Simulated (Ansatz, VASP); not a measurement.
One calculation of AlN, two programs

```xyz
2
Lattice="0.0785 2.1760 2.1760 2.1760 0.0785 2.1760 2.1760 2.1760 0.0785" Properties=species:S:1:pos:R:3 pbc="T T T"
Al    0.0118    0.0118    0.0118
N     1.0958    1.0958    1.0958
```

Change from the starting cell: epitaxial_111 strain -4.0%.

Alike in both runs: task single point; functional HSE06; k mesh 8 × 8 × 8; no spin polarisation.

|  | VASP | Ansatz |
| --- | --- | --- |
| version | VASP 6.6.1 | Ansatz 0.2.0 |
| potentials or method | VASP PAW PBE potentials, release 64 (Al, N) | plane waves, PAW |
| plane-wave cutoff (eV) | 520 | 420 |
| occupations | gaussian, width 0.01 eV | fixed |
| valence electrons in the cell | 8 | 8 |

```csv
,VASP,Ansatz,Ansatz less VASP
gap on the k mesh at the Fermi level (eV),4.37,4.37,+0.001
pressure (GPa),15.4,15.5,+0.06
"traceless stress, the component that is largest in VASP (GPa)",-8.10,-8.02,+0.072
rms of the force components (eV/Å),0.006,0.004,-0.0015
```

Atom by atom the forces differ by 0.002 eV/Å (rms over components). Ansatz's warnings: stress exchange threshold loose, stress scf threshold loose.
